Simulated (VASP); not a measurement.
# Re (P6_3/mmc) in VASP: a series of runs, part 2 of 3

VASP 6.6.1. The steps go on from the part before.

### Step 3. Single point, LDA

This run uses another cell than the first one, of 15.11 Å³/atom, 1.020 times its volume.

INCAR reads:

```
ALGO = Normal ; EDIFF = 1E-6
ENCUT = 520 ; ISIF = 2
ISMEAR = -1 ; LASPH = True
LCHARG = False ; LREAL = False
LWAVE = False ; NBANDS = 22
NELM = 100 ; PREC = Accurate
SIGMA = 0.05
```

KPOINTS reads:

```
k-points
0
Gamma
  11 11 3
```

POSCAR reads:

```
Re
1.0
    2.7847083741      0.0000000000      0.0000000000
   -1.3923541870      2.4116281941      0.0000000000
    0.0000000000      0.0000000000      8.9980445353
Re
4
Direct
    0.6666666667      0.3333333333      0.7500000000
    0.0000000000      0.0000000000      0.5000000000
    0.3333333333      0.6666666667      0.2500000000
    0.0000000000      0.0000000000      0.0000000000
```

Potentials or basis: VASP PAW LDA potentials, release 64 (Re).

The run is started by

```
> cat potpaw_LDA.64/Re/POTCAR > POTCAR
> mpirun -np 1 vasp_std > vasp.out
```

OUTCAR:

```text
EDIFF = 1E-6
   ENCUT = 520
   ISIF = 2
   ISMEAR = -1
   LASPH = True
   LREAL = False
   NELM = 100
   PREC = Accurate

 ion  position               nearest neighbor table
   1  0.667  0.333  0.750-   2 2.76   4 2.76   2 2.76   4 2.76   2 2.76   4 2.76
   2  0.000  0.000  0.500-   1 2.76   3 2.76   3 2.76   1 2.76   1 2.76   3 2.76
   3  0.333  0.667  0.250-   2 2.76   4 2.76   2 2.76   4 2.76   2 2.76   4 2.76
   4  0.000  0.000  0.000-   1 2.76   3 2.76   3 2.76   1 2.76   1 2.76   3 2.76

  LATTYP: Found a hexagonal cell.
 ALAT       =     2.7847083741
 C/A-ratio  =     3.2312340563

  Lattice vectors:

 A1 = (   2.7847083741,   0.0000000000,   0.0000000000)
 A2 = (  -1.3923541870,   2.4116281941,   0.0000000000)
 A3 = (   0.0000000000,   0.0000000000,   8.9980445353)

Analysis of symmetry for initial positions (statically):
=====================================================================
 Subroutine PRICEL returns:
 Original cell was already a primitive cell.

 Routine SETGRP: Setting up the symmetry group for a
 hexagonal supercell.

 Subroutine GETGRP returns: Found 24 space group operations
 (whereof 12 operations were pure point group operations)
 out of a pool of 24 trial point group operations.

The static configuration has the point symmetry D_3d.
 The point group associated with its full space group is D_6h.

Analysis of symmetry for dynamics (positions and initial velocities):
=====================================================================
 Subroutine PRICEL returns:
 Original cell was already a primitive cell.

 Routine SETGRP: Setting up the symmetry group for a
 hexagonal supercell.

 Subroutine GETGRP returns: Found 24 space group operations
 (whereof 12 operations were pure point group operations)
 out of a pool of 24 trial point group operations.

The dynamic configuration has the point symmetry D_3d.
 The point group associated with its full space group is D_6h.

 Subroutine INISYM returns: Found 24 space group operations
 (whereof 12 operations are pure point group operations),
 and found     1 'primitive' translations

----------------------------------------------------------------------------------------

                                     Primitive cell

  volume of cell :      60.4280

  direct lattice vectors                    reciprocal lattice vectors
     2.784708374  0.000000000  0.000000000     0.359104030  0.207328808  0.000000000
    -1.392354187  2.411628194  0.000000000     0.000000000  0.414657617  0.000000000
     0.000000000  0.000000000  8.998044535     0.000000000  0.000000000  0.111135258

  length of vectors
     2.784708374  2.784708374  8.998044535     0.414657617  0.414657617  0.111135258

  position of ions in fractional coordinates (direct lattice)
     0.666666667  0.333333333  0.750000000
     0.000000000  0.000000000  0.500000000
     0.333333333  0.666666667  0.250000000
     0.000000000  0.000000000  0.000000000

  ion indices of the primitive-cell ions
   primitive index   ion index
                 1           1
                 2           2
                 3           3
                 4           4

----------------------------------------------------------------------------------------

 KPOINTS: k-points

Automatic generation of k-mesh.
 Grid dimensions read from file:
 generate k-points for:   11   11    3

 Generating k-lattice:

  Cartesian coordinates                     Fractional coordinates (reciprocal lattice)
     0.032645821  0.018848073  0.000000000     0.090909091  0.000000000  0.000000000
     0.000000000  0.037696147  0.000000000     0.000000000  0.090909091  0.000000000
     0.000000000  0.000000000  0.037045086     0.000000000  0.000000000  0.333333333

  Length of vectors
     0.037696147  0.037696147  0.037045086

  Shift w.r.t. Gamma in fractional coordinates (k-lattice)
     0.000000000  0.000000000  0.000000000

 Subroutine IBZKPT returns following result:
 ===========================================

 Found     32 irreducible k-points:

 Following reciprocal coordinates:
            Coordinates               Weight
  0.000000  0.000000  0.000000      1.000000
  0.090909 -0.000000  0.000000      6.000000
  0.181818  0.000000  0.000000      6.000000
  0.272727 -0.000000  0.000000      6.000000
  0.363636  0.000000  0.000000      6.000000
  0.454545  0.000000  0.000000      6.000000
[... 16 lines left out ...]
  0.090909  0.090909  0.333333     12.000000
  0.181818  0.090909  0.333333     24.000000
 [... further k-points ...]
   k-points           NKPTS =     32   k-points in BZ     NKDIM =     32   number of bands    NBANDS=     22
   number of dos      NEDOS =    301   number of ions     NIONS =      4
   total plane-waves  NPLWV =  40320
   dimension x,y,z NGX =    24 NGY =   24 NGZ =   70
   dimension x,y,z NGXF=    48 NGYF=   48 NGZF=  140
   ions per type =               4
   NGX,Y,Z   is equivalent  to a cutoff of  14.33, 14.33, 12.93 a.u.
   NGXF,Y,Z  is equivalent  to a cutoff of  28.66, 28.66, 25.87 a.u.
 SYSTEM =  unknown system
   PREC   = accura    normal or accurate (medium, high low for compatibility)
   ISTART =      0    job   : 0-new  1-cont  2-samecut
   ICHARG =      2    charge: 1-file 2-atom 10-const
   ISPIN  =      1    spin polarized calculation?
   LNONCOLLINEAR =      F non collinear calculations
   LSORBIT =      F    spin-orbit coupling
   LASPH  =      T    aspherical Exc in radial PAW
   ENCUT  =  520.0 eV  38.22 Ry    6.18 a.u.   5.18  5.18 16.73*2*pi/ulx,y,z
   NELM   =    100;   NELMIN=  2; NELMDL= -5     # of ELM steps
   EDIFF  = 0.1E-05   stopping-criterion for ELM
   LREAL  =      F    real-space projection
   EDIFFG = 0.1E-04   stopping-criterion for IOM
   NSW    =      0    number of steps for IOM
   IBRION =     -1    ionic relax: 0-MD 1-quasi-New 2-CG
   NFREE  =      0    steps in history (QN), initial steepest desc. (CG)
   ISIF   =      2    stress and relaxation
   ISYM   =      2    0-nonsym 1-usesym 2-fastsym
   POTIM  = 0.5000    time-step for ionic-motion
   TEBEG  =    0.0;   TEEND  =   0.0 temperature during run
   PSTRESS=    0.0 pullay stress
   NELECT =      28.0000    total number of electrons
   NUPDOWN=      -1.0000    fix difference up-down
   EMIN   =  10.00;   EMAX   =-10.00  energy-range for DOS
   EFERMI =   0.00;   METHOD = LEGACY
   ISMEAR =    -1;   SIGMA  =   0.05  broadening in eV -4-tet -1-fermi 0-gaus
   EFERMI_NEDOS =   21; number of points for ismear=-14 and -15
   IALGO  =     38    algorithm
   IMIX   =      4    mixing-type and parameters
     AMIX     =   0.40;   BMIX     =  1.00
     AMIX_MAG =   1.60;   BMIX_MAG =  1.00
  volume/ion in A,a.u.               =      15.11       101.95
  Fermi-wavevector in a.u.,A,eV,Ry     =   1.266820  2.393942 21.835063  1.604832
  Thomas-Fermi vector in A             =   2.400000
   LORBIT       =      0    0 simple, 1 ext, 2 COOP (PROOUT), +10 PAW based schemes
   GGA     = CA    functional components
   LHFCALC =     F    Hartree Fock is set to
   AEXX    =    0.0000 exact exchange contribution
   IVDW    =     0    specifies the selected vdW correction
   LEPSILON=     F    determine dielectric tensor
   LRPA    =     F    only Hartree local field effects (RPA)
 non-spin polarized calculation
  energy-cutoff  :      520.00
  volume of cell :       60.43
 maximum number of plane-waves:      1643
 NGX is ok and might be reduce to    24
   NGX = 11   NGY = 11   NGZ = 33

 number of electron      27.9999999 magnetization

 Free energy of the ion-electron system (eV)
  ---------------------------------------------------
  ext. energy  EPLUGINS =         0.00000000
  ---------------------------------------------------
  free energy    TOTEN  =       -54.89673353 eV

  energy without entropy =      -54.87167434  energy(sigma->0) =      -54.88420394

 E-fermi :   7.6001     XC(G=0): -13.6997

 val. band max:        7.5988601089   @ k =   0.3636   0.2727   0.3333
 cond. band min:       7.6361410302   @ k =   0.2727  -0.0000   0.0000
 fundamental gap:      0.0372809213
 Fermi energy:         7.6000614827

 k-point     1 :       0.0000    0.0000    0.0000
  band No.  band energies     occupation
      1      -2.0966      2.00000
      2       0.1618      2.00000
      3       0.2399      2.00000
      4       1.1188      2.00000
      5       5.1523      2.00000
      6       5.2419      2.00000
[... 574 lines left out ...]
      6       4.0148      2.00000
[... 14 lines left out ...]
     21      10.5017      0.00000
     22      11.1657      0.00000

 [... further k-points ...]
[... 5 lines left out ...]
  --------------------------------------------------------------------------------------
  -------------------------------------------------------------------------------------
  Total       -6.8399550     -6.8399550     -6.9328159     -0.0000000      0.0000000      0.0000000
  in kB     -181.3533647   -181.3533647   -183.8154613     -0.0000000      0.0000000      0.0000000
  external PRESSURE =    -182.1740636 kB  Pullay stress =       0.0000000 kB

 VOLUME and BASIS-vectors are now :
 -----------------------------------------------------------------------------
  energy-cutoff  :      520.00
  volume of cell :       60.43
      direct lattice vectors                 reciprocal lattice vectors
     2.784708374  0.000000000  0.000000000     0.359104030  0.207328808  0.000000000
    -1.392354187  2.411628194  0.000000000     0.000000000  0.414657617  0.000000000
     0.000000000  0.000000000  8.998044535     0.000000000  0.000000000  0.111135258

 POSITION                                       TOTAL-FORCE (eV/Angst)
 -----------------------------------------------------------------------------------
      1.39235      0.80388      6.74853        -0.000000      0.000000      0.000000
      0.00000      0.00000      4.49902        -0.000000      0.000000     -0.000000
     -0.00000      1.60775      2.24951         0.000000     -0.000000     -0.000000
      0.00000      0.00000      0.00000         0.000000      0.000000     -0.000000
 -----------------------------------------------------------------------------------
    total drift:                               -0.000000      0.000000      0.000000

  FREE ENERGIE OF THE ION-ELECTRON SYSTEM (eV)
  ---------------------------------------------------
  free  energy   TOTEN  =       -54.8967335329 eV

  energy  without entropy=      -54.8716743417  energy(sigma->0) =      -54.88420394
```

stdout:

```text
POSCAR found type information on POSCAR Re
 POSCAR found :  1 types and       4 ions
 scaLAPACK will be used
 LDA part: xc-table for (Slater(with rela. corr.)+CA(PZ))
 , standard interpolation
 POSCAR, INCAR and KPOINTS ok, starting setup
 FFT: planning ... GRIDC
 FFT: planning ... GRID_SOFT
 FFT: planning ... GRID
 WAVECAR not read
 entering main loop
```

It took 28 s on 1 thread of Intel Xeon 6975P-C (Granite Rapids), shared host; peak memory 0.17 GiB.

Results:

- Free energy: -54.8967 eV
- Pressure: -18.2 GPa
- Band gap on the k mesh: zero (band 14 reaches 8.70 eV, above the bottom of band 15 at 6.32 eV)

Caveat: spin-orbit coupling is left out, which moves the levels of the heavy elements.

### Step 4. Single point, LDA

This run uses another cell than the first one, of 15.40 Å³/atom, 1.040 times its volume.

INCAR reads:

```
SYSTEM = Re
PREC     = Accurate       ! precision mode
ENCUT    = 520            ! plane-wave cutoff, eV
EDIFF    = 1E-7           ! SCF threshold, eV
ISMEAR   = -1             ! smearing method
SIGMA    = 0.05           ! smearing width, eV
LREAL    = .FALSE.        ! projectors in reciprocal space
LASPH    = .TRUE.         ! aspherical terms in the spheres
NELM     = 100            ! most SCF steps
ALGO     = Normal         ! electronic algorithm
ISIF     = 2              ! what is computed and relaxed
LWAVE    = .FALSE.        ! write WAVECAR
LCHARG   = .TRUE.         ! write CHGCAR
GGA      = CA             ! functional
LELF     = .TRUE.         ! ELF
LVHAR    = .TRUE.       
NBANDS   = 22             ! bands
```

KPOINTS reads:

```
regular mesh
0
G
  11 11 3
  0 0 0
```

POSCAR reads:

```
Re
1.0
    2.8027914027      0.0000000000      0.0000000000
   -1.4013957013      2.4272885563      0.0000000000
    0.0000000000      0.0000000000      9.0564750331
Re
4
Direct
    0.6666666667      0.3333333333      0.7500000000
    0.0000000000      0.0000000000      0.5000000000
    0.3333333333      0.6666666667      0.2500000000
    0.0000000000      0.0000000000      0.0000000000
```

The run is started by

```
> cat potpaw_LDA.64/Re/POTCAR > POTCAR
> mpirun -np 1 vasp_std > vasp.out
```

It took 35 s on 1 thread of Intel Xeon 6975P-C (Granite Rapids), shared host; peak memory 0.18 GiB.

Results (log left out):

- Free energy: -54.7403 eV
- Pressure: -24.3 GPa
- Band gap on the k mesh: zero (band 14 reaches 8.42 eV, above the bottom of band 15 at 6.12 eV)

Stress tensor (GPa, compression positive):
```
-24.20   0.00   0.00
  0.00 -24.20   0.00
  0.00   0.00 -24.44
```

Levels at points of the mesh, in eV from the Fermi level:
```
           k point  band 10  band 11  band 12  band 13  band 14  band 15  band 16  band 17  band 18  band 19
(0.00, 0.00, 0.00)    -1.79    -1.55    -1.15    -1.15    -1.05    -1.05     0.56     0.58     0.58     1.40
```

Caveat: spin-orbit coupling is left out, which moves the levels of the heavy elements.

[end of part 2 of 3]
